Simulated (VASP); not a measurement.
# AlFe (P1) in VASP: notebook

AlFe is run at these levels: PBE; tasks: single point.

All numbers are computed with VASP 6.6.1; they aren't measurements. Logs are shortened: lines on timing, memory, paths and dates and some standing lists are left out, and cuts for length are marked.

**1. The cell of the first run**

The typed cell holds 8 atoms: a = 6.195 Å, b = 6.195 Å, c = 3.098 Å, α = 90.00°, β = 90.00°, γ = 90.00°.

**2. Single point, PBE, collinear spin, antiferromagnetic start**

Input file INCAR:

```
SYSTEM = AlFe
ALGO = Normal
EDIFF = 1E-6
ENCUT = 520
GGA = PE
ISIF = 2
ISMEAR = -1
ISPIN = 2
LASPH = .TRUE.
LCHARG = .FALSE.
LMAXMIX = 4
LORBIT = 11
LREAL = .FALSE.
LWAVE = .FALSE.
MAGMOM = 4 -4 -4 4 0 0 0 0
NBANDS = 36
NELM = 150
PREC = Accurate
SIGMA = 0.1
```

Input file KPOINTS:

```
k-points
0
G
  1 1 1
  0 0 0
```

Input file POSCAR:

```
AlFe
1.0
    6.1952055240      0.0000000000      0.0000000000
    0.0000000000      6.1952055240      0.0000000000
    0.0000000000      0.0000000000      3.0976027620
Fe Al
4 4
Direct
    0.0054509800     -0.0034117650      0.0241960780
   -0.0087450980      0.5067843140      0.0289019610
    0.5092156860      0.0045882350      0.0275686270
    0.4958823530      0.4955686270      0.0131372550
    0.2541960780      0.2529411760      0.5278823530
    0.2549019610      0.7532549020      0.5187058820
    0.7456470590      0.2463529410      0.5292941180
    0.7403921570      0.7504313730      0.5258431370
```

Potentials or basis: VASP PAW PBE potentials, release 64 (Fe, Al).

Command:

```bash
> cat potpaw_PBE.64/Fe/POTCAR potpaw_PBE.64/Al/POTCAR > POTCAR
> mpirun -np 1 vasp_gam > vasp.out
```

OUTCAR:

```text
SYSTEM = AlFe
   EDIFF = 1E-6
   ENCUT = 520
   GGA = PE
   ISIF = 2
   ISMEAR = -1
   ISPIN = 2
   LASPH = .TRUE.
   LORBIT = 11
   LREAL = .FALSE.
   NELM = 150
   PREC = Accurate

 ion  position               nearest neighbor table
   1  0.005  0.997  0.024-   6 2.65   6 2.67   5 2.69   5 2.71   7 2.71   8 2.72   7 2.73   8 2.73
                             2 3.04   3 3.07   3 3.12
   2  0.991  0.507  0.029-   8 2.66   8 2.67   6 2.70   7 2.70   7 2.71   6 2.74   5 2.74   5 2.75
                             1 3.04   4 3.07
   3  0.509  0.005  0.028-   7 2.60   7 2.61   8 2.63   8 2.64   6 2.69   5 2.69   5 2.70   6 2.72
                             4 3.04   1 3.07   1 3.12
   4  0.496  0.496  0.013-   5 2.60   7 2.65   5 2.65   8 2.66   6 2.67   6 2.69   8 2.70   7 2.71
                             3 3.04   2 3.07
   5  0.254  0.253  0.528-   4 2.60   4 2.65   3 2.69   1 2.69   3 2.70   1 2.71   2 2.74   2 2.75
                             7 3.04   6 3.10   6 3.10   7 3.15
   6  0.255  0.753  0.519-   1 2.65   1 2.67   4 2.67   3 2.69   4 2.69   2 2.70   3 2.72   2 2.74
                             8 3.01   5 3.10   5 3.10   8 3.19
   7  0.746  0.246  0.529-   3 2.60   3 2.61   4 2.65   2 2.70   2 2.71   4 2.71   1 2.71   1 2.73
                             5 3.04   8 3.07   8 3.12   5 3.15
   8  0.740  0.750  0.526-   3 2.63   3 2.64   2 2.66   4 2.66   2 2.67   4 2.70   1 2.72   1 2.73
                             6 3.01   7 3.07   7 3.12   6 3.19

  LATTYP: Found a simple tetragonal cell.
 ALAT       =     6.1952055240
 C/A-ratio  =     0.5000000000

  Lattice vectors:

 A1 = (   6.1952055240,   0.0000000000,   0.0000000000)
 A2 = (   0.0000000000,   6.1952055240,   0.0000000000)
 A3 = (   0.0000000000,   0.0000000000,   3.0976027620)

Analysis of symmetry for initial positions (statically):
=====================================================================
 Subroutine PRICEL returns:
 Original cell was already a primitive cell.

 Routine SETGRP: Setting up the symmetry group for a
 simple tetragonal supercell.

 Subroutine GETGRP returns: Found  1 space group operations
 (whereof  1 operations were pure point group operations)
 out of a pool of 16 trial point group operations.

The static configuration has the point symmetry C_1 .

Analysis of symmetry for dynamics (positions and initial velocities):
=====================================================================
 Subroutine PRICEL returns:
 Original cell was already a primitive cell.

 Routine SETGRP: Setting up the symmetry group for a
 simple tetragonal supercell.

 Subroutine GETGRP returns: Found  1 space group operations
 (whereof  1 operations were pure point group operations)
 out of a pool of 16 trial point group operations.

The dynamic configuration has the point symmetry C_1 .

Analysis of structural, dynamic, and magnetic symmetry:
=====================================================================
 Subroutine PRICEL returns:
 Original cell was already a primitive cell.

 Routine SETGRP: Setting up the symmetry group for a
 simple tetragonal supercell.

 Subroutine GETGRP returns: Found  1 space group operations
 (whereof  1 operations were pure point group operations)
 out of a pool of 16 trial point group operations.

The overall configuration has the point symmetry C_1 .

 Subroutine INISYM returns: Found  1 space group operations
 (whereof  1 operations are pure point group operations),
 and found     1 'primitive' translations

----------------------------------------------------------------------------------------

                                     Primitive cell

  volume of cell :     118.8878

  direct lattice vectors                    reciprocal lattice vectors
     6.195205524  0.000000000  0.000000000     0.161415145  0.000000000  0.000000000
     0.000000000  6.195205524  0.000000000     0.000000000  0.161415145  0.000000000
     0.000000000  0.000000000  3.097602762     0.000000000  0.000000000  0.322830291

  length of vectors
     6.195205524  6.195205524  3.097602762     0.161415145  0.161415145  0.322830291

  position of ions in fractional coordinates (direct lattice)
     0.005450980  0.996588235  0.024196078
[... 50 lines left out ...]
   total plane-waves  NPLWV =  55296
   dimension x,y,z NGX =    48 NGY =   48 NGZ =   24
   dimension x,y,z NGXF=    96 NGYF=   96 NGZF=   48
   ions per type =               4   4
   NGX,Y,Z   is equivalent  to a cutoff of  12.88, 12.88, 12.88 a.u.
   NGXF,Y,Z  is equivalent  to a cutoff of  25.76, 25.76, 25.76 a.u.
 SYSTEM =  AlFe
   PREC   = accura    normal or accurate (medium, high low for compatibility)
   ISTART =      0    job   : 0-new  1-cont  2-samecut
   ICHARG =      2    charge: 1-file 2-atom 10-const
   ISPIN  =      2    spin polarized calculation?
   LNONCOLLINEAR =      F non collinear calculations
   LSORBIT =      F    spin-orbit coupling
   LASPH  =      T    aspherical Exc in radial PAW
   ENCUT  =  520.0 eV  38.22 Ry    6.18 a.u.  11.52 11.52  5.76*2*pi/ulx,y,z
   NELM   =    150;   NELMIN=  2; NELMDL= -5     # of ELM steps
   EDIFF  = 0.1E-05   stopping-criterion for ELM
   LREAL  =      F    real-space projection
   EDIFFG = 0.1E-04   stopping-criterion for IOM
   NSW    =      0    number of steps for IOM
   IBRION =     -1    ionic relax: 0-MD 1-quasi-New 2-CG
   NFREE  =      0    steps in history (QN), initial steepest desc. (CG)
   ISIF   =      2    stress and relaxation
   ISYM   =      2    0-nonsym 1-usesym 2-fastsym
   POTIM  = 0.5000    time-step for ionic-motion
   TEBEG  =    0.0;   TEEND  =   0.0 temperature during run
   PSTRESS=    0.0 pullay stress
   NELECT =      44.0000    total number of electrons
   NUPDOWN=      -1.0000    fix difference up-down
   EMIN   =  10.00;   EMAX   =-10.00  energy-range for DOS
   EFERMI =   0.00;   METHOD = LEGACY
   ISMEAR =    -1;   SIGMA  =   0.10  broadening in eV -4-tet -1-fermi 0-gaus
   EFERMI_NEDOS =   21; number of points for ismear=-14 and -15
   IALGO  =     38    algorithm
   IMIX   =      4    mixing-type and parameters
     AMIX     =   0.40;   BMIX     =  1.00
     AMIX_MAG =   1.60;   BMIX_MAG =  1.00
  volume/ion in A,a.u.               =      14.86       100.29
  Fermi-wavevector in a.u.,A,eV,Ry     =   1.175385  2.221155 18.796843  1.381529
  Thomas-Fermi vector in A             =   2.311766
   LORBIT       =     11    0 simple, 1 ext, 2 COOP (PROOUT), +10 PAW based schemes
   GGA     = PE    functional components
   LHFCALC =     F    Hartree Fock is set to
   AEXX    =    0.0000 exact exchange contribution
   IVDW    =     0    specifies the selected vdW correction
   LEPSILON=     F    determine dielectric tensor
   LRPA    =     F    only Hartree local field effects (RPA)
 spin polarized calculation
  energy-cutoff  :      520.00
  volume of cell :      118.89
 maximum number of plane-waves:      1596
 NGX is ok and might be reduce to    48
   NGX = 23   NGY = 23   NGZ = 11

 number of electron      44.0000016 magnetization       0.3765343

 Free energy of the ion-electron system (eV)
  ---------------------------------------------------
  ext. energy  EPLUGINS =         0.00000000
  ---------------------------------------------------
  free energy    TOTEN  =       -58.17038334 eV

  energy without entropy =      -57.84346126  energy(sigma->0) =      -58.00692230

 E-fermi :   7.2133     XC(G=0): -11.0836

 val. band max:        7.0693251469   @ k =   0.0000   0.0000   0.0000
 cond. band min:       7.2203826595   @ k =   0.0000   0.0000   0.0000
 fundamental gap:      0.1510575126
 Fermi energy:         7.2133213190

 spin component 1

 k-point     1 :       0.0000    0.0000    0.0000
  band No.  band energies     occupation
      1      -3.2907      1.00000
      2       0.1258      1.00000
      3       0.1319      1.00000
      4       0.7985      1.00000
      5       0.8711      1.00000
      6       1.7410      1.00000
[... 26 lines left out ...]
     33      14.0358      0.00000
     34      14.0425      0.00000
 Fermi energy:         7.2133213190

 spin component 2

 k-point     1 :       0.0000    0.0000    0.0000
  band No.  band energies     occupation
      1      -3.2885      1.00000
      2       0.1304      1.00000
      3       0.1314      1.00000
      4       0.7962      1.00000
      5       0.9258      1.00000
      6       1.7464      1.00000
[... 26 lines left out ...]
     33      14.0361      0.00000
     34      14.0404      0.00000
 [bands above 34 left out]

------------------------ aborting loop because EDIFF is reached ----------------------------------------

  FORCE on cell =-STRESS in cart. coord.  units (eV):
  Direction    XX          YY          ZZ          XY          YZ          ZX
  --------------------------------------------------------------------------------------
  -------------------------------------------------------------------------------------
  Total       11.8321774     12.1226679    -58.4160398     -0.0398327      0.0171535     -0.0065120
  in kB      159.4549833    163.3697441   -787.2370656     -0.5368010      0.2311667     -0.0877580
  external PRESSURE =    -154.8041127 kB  Pullay stress =       0.0000000 kB

 VOLUME and BASIS-vectors are now :
 -----------------------------------------------------------------------------
  energy-cutoff  :      520.00
  volume of cell :      118.89
      direct lattice vectors                 reciprocal lattice vectors
     6.195205524  0.000000000  0.000000000     0.161415145  0.000000000  0.000000000
     0.000000000  6.195205524  0.000000000     0.000000000  0.161415145  0.000000000
     0.000000000  0.000000000  3.097602762     0.000000000  0.000000000  0.322830291

 POSITION                                       TOTAL-FORCE (eV/Angst)
 -----------------------------------------------------------------------------------
      0.03377      6.17407      0.07495        -0.181266      0.085691      0.036912
      6.14103      3.13963      0.08953         0.279702     -0.134292     -0.054780
      3.15470      0.02843      0.08540        -0.405360     -0.068445     -0.044719
      3.07209      3.07015      0.04069         0.140262      0.127464      0.181399
      1.57480      1.56702      1.63517        -0.097295     -0.093157     -0.060446
      1.57917      4.66657      1.60674         0.024366      0.008184      0.026767
      4.61944      1.52621      1.63954         0.150281      0.059061     -0.048322
      4.58688      4.64908      1.62885         0.089310      0.015494     -0.036811
 -----------------------------------------------------------------------------------
    total drift:                               -0.000244     -0.000592      0.000546

  FREE ENERGIE OF THE ION-ELECTRON SYSTEM (eV)
  ---------------------------------------------------
  free  energy   TOTEN  =       -58.1703833406 eV

  energy  without entropy=      -57.8434612555  energy(sigma->0) =      -58.00692230

 total charge

# of ion       s       p       d       tot
------------------------------------------
    1        0.450   0.327   6.234   7.011
    2        0.449   0.327   6.223   6.999
    3        0.459   0.332   6.322   7.113
    4        0.454   0.332   6.296   7.082
    5        0.450   0.303   0.000   0.753
    6        0.450   0.303   0.000   0.753
    7        0.450   0.306   0.000   0.756
    8        0.450   0.306   0.000   0.757
--------------------------------------------------
tot          3.612   2.537  25.075  31.224

 magnetization (x)

# of ion       s       p       d       tot
------------------------------------------
    1        0.004   0.019   2.588   2.611
    2       -0.006  -0.019  -2.605  -2.630
    3       -0.004  -0.015  -2.001  -2.020
    4        0.003   0.018   2.402   2.423
    5       -0.001  -0.002   0.000  -0.003
    6       -0.001  -0.001   0.000  -0.001
    7        0.001  -0.001   0.000   0.000
    8        0.001  -0.000   0.000   0.001
--------------------------------------------------
tot         -0.003   0.000   0.385   0.382
```

Run time: 48 s. Hardware: 1 thread of Intel Xeon 6975P-C (Granite Rapids), shared host; peak memory 0.25 GiB.

Results:

```yaml
Free_energy: -58.1704 eV
Pressure: -15.5 GPa
Largest_force: 0.414 eV/Å
Band_gap_on_the_k_mesh: 0.15 eV
Net_moment: 0.38 μB per cell
Site_moments: Fe +2.61, -2.63, -2.02, +2.42; Al -0.00, +0.00 μB
Valence_electrons_inside_the_program's_atomic_spheres: Fe 7.01, 7.00, 7.11, 7.08; Al 0.75, 0.76
```

Forces in eV/Å, atoms in the order of the input:
```
Fe  -0.181  0.086  0.037
Fe   0.280 -0.134 -0.055
Fe  -0.405 -0.068 -0.045
Fe   0.140  0.127  0.181
Al  -0.097 -0.093 -0.060
Al   0.024  0.008  0.027
Al   0.150  0.059 -0.048
Al   0.089  0.015 -0.037
```

Stress tensor (GPa, compression positive):
```
 15.95  -0.05  -0.01
 -0.05  16.34   0.02
 -0.01   0.02 -78.72
```

Levels at points of the mesh, in eV from the valence-band top:
Spin up:
| k point | band 20 | band 21 | band 22 | band 23 | band 24 | band 25 |
| --- | --- | --- | --- | --- | --- | --- |
| (0.00, 0.00, 0.00) | -0.80 | -0.57 | 0.00 | 0.31 | 0.34 | 0.42 |
Spin down:
| k point | band 18 | band 19 | band 20 | band 21 | band 22 | band 23 | band 24 | band 25 |
| --- | --- | --- | --- | --- | --- | --- | --- | --- |
| (0.00, 0.00, 0.00) | -1.94 | -0.91 | -0.88 | -0.34 | 0.15 | 0.23 | 0.53 | 0.58 |

Caveat: the k points lie up to 2.03 Å⁻¹ apart. A k mesh can miss the band edges.

**3. Single point, PBE, collinear spin, antiferromagnetic start**

Input file INCAR:

```
ALGO = Normal
EDIFF = 1E-7
ENCUT = 520
GGA = PE
ISIF = 2
ISMEAR = -1
ISPIN = 2
LASPH = T
LCHARG = F
LMAXMIX = 4
LORBIT = 11
LREAL = F
LWAVE = F
MAGMOM = 2 -2 -2 2 0 0 0 0
NBANDS = 36
NELM = 150
PREC = Accurate
SIGMA = 0.1
```

Input file KPOINTS:

```
k-points
0
Gamma
  1 1 1
```

POSCAR is that of step 2.

Potentials or basis: VASP PAW PBE potentials, release 64 (Fe, Al).

Command:

```bash
> cat potpaw_PBE.64/Fe/POTCAR potpaw_PBE.64/Al/POTCAR > POTCAR
> mpirun -np 1 vasp_gam > vasp.out
```

It took 47 s on 1 thread of Intel Xeon 6975P-C (Granite Rapids), shared host; peak memory 0.25 GiB.

The run converged. Its results:

| Property | Result |
| --- | --- |
| Free energy | -58.1704 eV |
| Pressure | -15.5 GPa |
| Largest force | 0.413 eV/Å |
| Band gap on the k mesh | 0.15 eV |
| Net moment | 0.38 μB per cell |
| Site moments | Fe +2.61, -2.63, -2.02, +2.42; Al -0.00, +0.00 μB |
| Valence electrons inside the program's atomic spheres | Fe 7.01, 7.00, 7.11, 7.08; Al 0.75, 0.76 |

Forces on the atoms (eV/Å):
```
Fe  -0.181  0.086  0.037
Fe   0.280 -0.134 -0.055
Fe  -0.405 -0.068 -0.045
Fe   0.140  0.127  0.181
Al  -0.097 -0.093 -0.060
Al   0.025  0.008  0.027
Al   0.150  0.059 -0.048
Al   0.089  0.016 -0.037
```

Stress tensor (GPa, compression positive):
```
 15.95  -0.05  -0.01
 -0.05  16.34   0.02
 -0.01   0.02 -78.73
```

Levels at points of the mesh, in eV from the valence-band top:
Spin up:
```tsv
k point	band 18	band 19	band 20	band 21	band 22	band 23	band 24	band 25	band 26	band 27
(0.00, 0.00, 0.00)	-2.10	-0.95	-0.80	-0.57	0.00	0.31	0.34	0.42	0.45	0.86
```
Spin down:
| k point | band 19 | band 20 | band 21 | band 22 | band 23 | band 24 |
| --- | --- | --- | --- | --- | --- | --- |
| (0.00, 0.00, 0.00) | -0.91 | -0.88 | -0.34 | 0.15 | 0.23 | 0.53 |

Caveat: the k points lie up to 2.03 Å⁻¹ apart.
